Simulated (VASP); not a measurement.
# ZnS (F-43m) in VASP: a series of runs, part 2 of 2

VASP 6.6.1.

### 3 Single point, PBEsol+D3(BJ) (volume scaled by 0.8)

Contents of INCAR:

```
SYSTEM = ZnS
ALGO     = Normal         ! electronic algorithm
EDIFF    = 1E-6           ! SCF threshold, eV
ENCUT    = 500            ! plane-wave cutoff, eV
GGA      = PS             ! functional
GGA_COMPAT= .FALSE.      
ISIF     = 2              ! what is computed and relaxed
ISMEAR   = 0              ! smearing method
IVDW     = 12             ! dispersion correction
LASPH    = .TRUE.         ! aspherical terms in the spheres
LCHARG   = .FALSE.        ! write CHGCAR
LREAL    = .FALSE.        ! projectors in reciprocal space
LWAVE    = .FALSE.        ! write WAVECAR
NBANDS   = 16             ! bands
NELM     = 120            ! most SCF steps
PREC     = Accurate       ! precision mode
SIGMA    = 0.01           ! smearing width, eV
```

Contents of KPOINTS:

```
k-points
0
G
  9 9 9
  0 0 0
```

Contents of POSCAR:

```
ZnS
1.0
    0.0000000000      2.5083146050      2.5083146050
    2.5083146050      0.0000000000      2.5083146050
    2.5083146050      2.5083146050      0.0000000000
Zn S
1 1
Direct
    0.2500000000      0.2500000000      0.2500000000
    0.0000000000      0.0000000000      0.0000000000
```

Potentials or basis: VASP PAW PBE potentials, release 64 (Zn, S).

Launch:

```bash
$ cat potpaw_PBE.64/Zn/POTCAR potpaw_PBE.64/S/POTCAR > POTCAR
$ mpirun -np 1 vasp_std > vasp.out
```

Wall time 8.4 s (1 thread of Intel Xeon 6975P-C (Granite Rapids), shared host); peak memory 0.17 GiB.

Results (log left out):

| Property | Result |
| --- | --- |
| Free energy | -7.7916 eV |
| Pressure | 21.1 GPa |
| Band gap on the k mesh | 2.71 eV, indirect (least direct gap 3.00 eV) |
| Dispersion energy per atom | -0.323 eV |

Levels at points of the mesh, in eV from the valence-band top:
```
           k point  band 5  band 6  band 7  band 8  band 9  band 10  band 11  band 12  band 13  band 14
(0.00, 0.00, 0.00)   -6.78   -6.78    0.00    0.00    0.00     3.00     6.03     6.03     6.03    11.95
```

Caveat: the cell differs from its parent crystal (volume scaled by 0.8); the PAW data sets were made with another functional, which shifts forces and pressure a little. A k mesh can miss the band edges.

### 4 Single point, PBE

Contents of INCAR:

```
  PREC = Accurate
  ENCUT = 520
  EDIFF = 1E-6
  ISMEAR = -1
  SIGMA = 0.03
  LREAL = False
  LASPH = True
  NELM = 100
  ALGO = Normal
  ISIF = 2
  LWAVE = False
  LCHARG = False
  GGA = PE
  NBANDS = 16
```

Contents of KPOINTS:

```
Automatic mesh
0
Gamma
  4 4 4
```

Contents of POSCAR:

```
ZnS
1.0
    0.0000000000      2.7020000000      2.7020000000
    2.7020000000      0.0000000000      2.7020000000
    2.7020000000      2.7020000000      0.0000000000
Zn S
1 1
Direct
    0.7500000000      0.7500000000      0.7500000000
    0.0000000000      0.0000000000      0.0000000000
```

Launch:

```bash
$ cat potpaw_PBE.64/Zn/POTCAR potpaw_PBE.64/S/POTCAR > POTCAR
$ mpirun -np 1 vasp_std > vasp.out
```

It took 7.1 s on 1 thread of Intel Xeon 8259CL, shared host; peak memory 0.15 GiB.

It converged, with:

```
Free energy            : -6.8004 eV
Pressure               : 2.1 GPa
Band gap on the k mesh : 2.10 eV, direct
```

Levels at points of the mesh, in eV from the valence-band top:
| k point | band 5 | band 6 | band 7 | band 8 | band 9 | band 10 | band 11 | band 12 | band 13 | band 14 |
| --- | --- | --- | --- | --- | --- | --- | --- | --- | --- | --- |
| (0.00, 0.00, 0.00) | -5.87 | -5.87 | 0.00 | 0.00 | 0.00 | 2.10 | 6.38 | 6.38 | 6.38 | 11.75 |
| (0.50, 0.00, 0.00) | -5.84 | -5.66 | -5.30 | -0.87 | -0.87 | 3.30 | 6.91 | 6.91 | 8.87 | 12.16 |
| (0.50, 0.50, 0.00) | -5.79 | -5.65 | -4.57 | -2.22 | -2.22 | 3.39 | 4.06 | 10.98 | 11.96 | 11.96 |

Caveat: the k points lie up to 0.50 Å⁻¹ apart. A hybrid or GW would open this gap; PBE tends to underestimate it.

### 5 Single point, RPBE+D3(BJ)

This run uses another cell than the first one, of 18.13 Å³/atom, 0.919 times its volume.

Contents of INCAR:

```
PREC     = Accurate       # precision mode
ENCUT    = 520            # plane-wave cutoff, eV
EDIFF    = 1E-6           # SCF threshold, eV
ISMEAR   = -1             # smearing method
SIGMA    = 0.05           # smearing width, eV
LREAL    = F              # projectors in reciprocal space
LASPH    = T              # aspherical terms in the spheres
NELM     = 60             # most SCF steps
ALGO     = Normal         # electronic algorithm
ISIF     = 2              # what is computed and relaxed
LWAVE    = F              # write WAVECAR
LCHARG   = F              # write CHGCAR
GGA      = RP             # functional
IVDW     = 12             # dispersion correction
NBANDS   = 16             # bands
```

Contents of KPOINTS:

```
Automatic mesh
0
Gamma
  9 9 9
```

Contents of POSCAR:

```
ZnS
1.0
    0.0000000000      2.6270872643      2.6270872643
    2.6270872643      0.0000000000      2.6270872643
    2.6270872643      2.6270872643      0.0000000000
Zn S
1 1
Direct
    0.7500000000      0.7500000000      0.7500000000
    0.0000000000      0.0000000000      0.0000000000
```

Potentials or basis: VASP PAW PBE potentials, release 64 (Zn, S).

Launch:

```bash
$ cat potpaw_PBE.64/Zn/POTCAR potpaw_PBE.64/S/POTCAR > POTCAR
$ mpirun -np 1 vasp_std > vasp.out
```

OUTCAR:

```text
PREC = Accurate
   ENCUT = 520
   EDIFF = 1E-6
   ISMEAR = -1
   LREAL = F
   LASPH = T
   NELM = 60
   ISIF = 2
   GGA = RP
   IVDW = 12
 IVDW          = 12

 ion  position               nearest neighbor table
   1  0.750  0.750  0.750-   2 2.28   2 2.28   2 2.28   2 2.28
   2  0.000  0.000  0.000-   1 2.28   1 2.28   1 2.28   1 2.28

  LATTYP: Found a face centered cubic cell.
 ALAT       =     5.2541745286

  Lattice vectors:

 A1 = (   0.0000000000,   2.6270872643,   2.6270872643)
[... 641 lines left out ...]
------------------------ aborting loop because EDIFF is reached ----------------------------------------

 Edisp (eV)   -2.44512

 E8    (eV) :    -1.3922

  FORCE on cell =-STRESS in cart. coord.  units (eV):
  Direction    XX          YY          ZZ          XY          YZ          ZX
  --------------------------------------------------------------------------------------
  -------------------------------------------------------------------------------------
  Total       0.03447     0.03447     0.03447    -0.00000    -0.00000     0.00000
  in kB       1.52281     1.52281     1.52281    -0.00000    -0.00000     0.00000
  external pressure =        1.52 kB  Pullay stress =        0.00 kB

 VOLUME and BASIS-vectors are now :
 -----------------------------------------------------------------------------
  energy-cutoff  :      520.00
  volume of cell :       36.26
      direct lattice vectors                 reciprocal lattice vectors
     0.000000000  2.627087264  2.627087264    -0.190324854  0.190324854  0.190324854
     2.627087264  0.000000000  2.627087264     0.190324854 -0.190324854  0.190324854
     2.627087264  2.627087264  0.000000000     0.190324854  0.190324854 -0.190324854

 POSITION                                       TOTAL-FORCE (eV/Angst)
 -----------------------------------------------------------------------------------
      3.94063      3.94063      3.94063         0.000000      0.000000      0.000000
      0.00000      0.00000      0.00000        -0.000000     -0.000000     -0.000000
 -----------------------------------------------------------------------------------
    total drift:                                0.000002      0.000002      0.000003

  FREE ENERGIE OF THE ION-ELECTRON SYSTEM (eV)
  ---------------------------------------------------
  free  energy   TOTEN  =        -8.4575028511 eV

  energy  without entropy=       -8.4575028511  energy(sigma->0) =       -8.45750285
```

Run time: 29 s. Hardware: 1 thread of Intel Xeon 8259CL, shared host; peak memory 0.17 GiB.

What came out:

```
Free energy                : -8.4575 eV
Pressure                   : 0.2 GPa
Band gap on the k mesh     : 2.65 eV, direct
Dispersion energy per atom : -1.223 eV
```

Caveat: the PAW data sets were made with another functional, which shifts forces and pressure a little.

### 6 Summary

```tsv
level	cell	k mesh	cutoff (eV)	smearing	gap on the mesh (eV)	pressure (GPa)
BLYP+D4	a = 3.821 Å, angles 60.0°, 2 atoms	9 × 9 × 9	520	fermi-dirac 0.05 eV	2.13	0.1
PBEsol+D3(BJ)	a = 3.547 Å, angles 60.0°, 2 atoms	9 × 9 × 9	500	gaussian 0.01 eV	2.71	21.1
PBE	a = 3.821 Å, angles 60.0°, 2 atoms	4 × 4 × 4	520	fermi-dirac 0.03 eV	2.10	2.1
RPBE+D3(BJ)	a = 3.715 Å, angles 60.0°, 2 atoms	9 × 9 × 9	520	fermi-dirac 0.05 eV	2.65	0.2
```

Alike in all rows: task single point; potentials or basis VASP PAW PBE potentials, release 64 (Zn, S); no spin polarisation.

Caveats: some runs use coarse meshes; the PAW data sets were made with another functional, which shifts forces and pressure a little (some runs).

Absolute energies hang on the potentials; compare differences alone.

### 7 How close it comes

Step 2. Measured gap of ZnS: 3.85 eV (direct; 19 K; quoted in “Electronic, vibrational, and thermodynamic properties of ZnS (zincblende and rocksalt structure)”, 2009, arxiv:0911.5022). This calculation gives 2.13 eV (-1.72 eV). The value is that of BLYP+D4, without temperature or zero-point motion. Semilocal functionals fall short of measured gaps as a rule.

Step 5. A measured gap of ZnS is 3.85 eV (direct; 19 K; quoted in “Electronic, vibrational, and thermodynamic properties of ZnS (zincblende and rocksalt structure)”, 2009, arxiv:0911.5022); the calculated 2.65 eV misses it by -1.20 eV. The value is that of RPBE+D3(BJ), without temperature or zero-point motion. Semilocal functionals fall short of measured gaps as a rule.
